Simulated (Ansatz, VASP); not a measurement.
# Two plane-wave programs on Hf2N

```
Hf N
1.0
     5.31312    0.00000    0.00000
     0.00000    5.31312    0.00000
     0.00000    0.00000    3.24210
Hf N
4 2
Direct
  0.29554 0.29554 0.00000
  0.70446 0.70446 0.00000
  0.79554 0.20446 0.50000
  0.20446 0.79554 0.50000
  0.00000 0.00000 0.00000
  0.50000 0.50000 0.50000
```

Alike in both runs: task single point; functional r2SCAN; k mesh 8 × 8 × 12; occupations methfessel-paxton of order 1, width 0.02 eV; no spin polarisation.

|  | VASP | Ansatz |
| --- | --- | --- |
| version | VASP 6.6.1 | Ansatz 0.2.0 |
| potentials or method | VASP PAW PBE potentials, release 64 (Hf_pv, N), cutoff 520 eV | scalar-relativistic, plane waves, PAW |
| valence electrons in the cell | 50 | 114 |

```tsv
	VASP	Ansatz	Ansatz less VASP
gap on the k mesh at the Fermi level (eV)	none	none	-
pressure (GPa)	-0.1	1.4	+1.49
traceless stress, the component that is largest in VASP (GPa)	0.04	0.15	+0.110
rms of the force components (eV/Å)	0.001	0.007	+0.0063
```

VASP's potentials were made for PBE, not for r2SCAN. Atom by atom the forces differ by 0.006 eV/Å (rms over components). A gap of «none» marks a metal or a gap that the smearing closes. VASP's potentials hold 50 valence electrons a cell and Ansatz's 114, so a difference there can come from the potentials and not from the codes.

Neither program's run includes spin-orbit coupling.
